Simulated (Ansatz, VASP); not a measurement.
## Two plane-wave programs on CoHOF

```
Co O H F
1.0
     9.80113    0.00000    0.00000
     0.00000    2.97259    0.00000
     0.00000    0.00000    4.52424
Co O H F
4 4 4 4
Direct
  0.13220 0.75000 0.51090
  0.36780 0.25000 0.01090
  0.63220 0.75000 0.98910
  0.86780 0.25000 0.48910
  0.45170 0.75000 0.78160
  0.04830 0.25000 0.28160
  0.95170 0.75000 0.71840
  0.54830 0.25000 0.21840
  0.92470 0.75000 0.91600
  0.57530 0.25000 0.41600
  0.42470 0.75000 0.58400
  0.07530 0.25000 0.08400
  0.20470 0.25000 0.74730
  0.29530 0.75000 0.24730
  0.70470 0.25000 0.75270
  0.79530 0.75000 0.25270
```

Alike in both runs: task single point; functional PBE; k mesh 2 × 6 × 4; collinear spin.

|  | VASP | Ansatz |
| --- | --- | --- |
| version | VASP 6.6.1 | Ansatz 0.2.0 |
| potentials or method | VASP PAW PBE potentials, release 64 (Co, O, H, F), cutoff 520 eV | PAW plane waves |
| occupations | fermi-dirac, width 0.1 eV | fermi-dirac |
| valence electrons in the cell | 92 | 124 |

Ansatz gave:

| Quantity | Value |
| --- | --- |
| pressure (GPa) | 24.2 |
| traceless stress, the component that is largest in VASP (GPa) | 5.20 |
| rms of the force components (eV/Å) | 0.814 |
| net moment per atom (μB) | 0.00 |
| size of the moment on the site where the two differ most (μB) | 2.41 |

Q: Estimate VASP's values.

A: Pressure (GPa): 24.6; traceless stress, the component that is largest in VASP (GPa): 5.03; rms of the force components (eV/Å): 0.885; net moment per atom (μB): 0.37; size of the moment on the site where the two differ most (μB): 2.61.

The net moments are unlike, so the other rows may belong to different states. Site moments also hang on the region over which each program counts them. Atom by atom the forces differ by 0.152 eV/Å (rms over components). VASP's potentials hold 92 valence electrons a cell and Ansatz's 124, so a difference there can come from the potentials and not from the codes. Ansatz's warnings: seeded moment not kept.
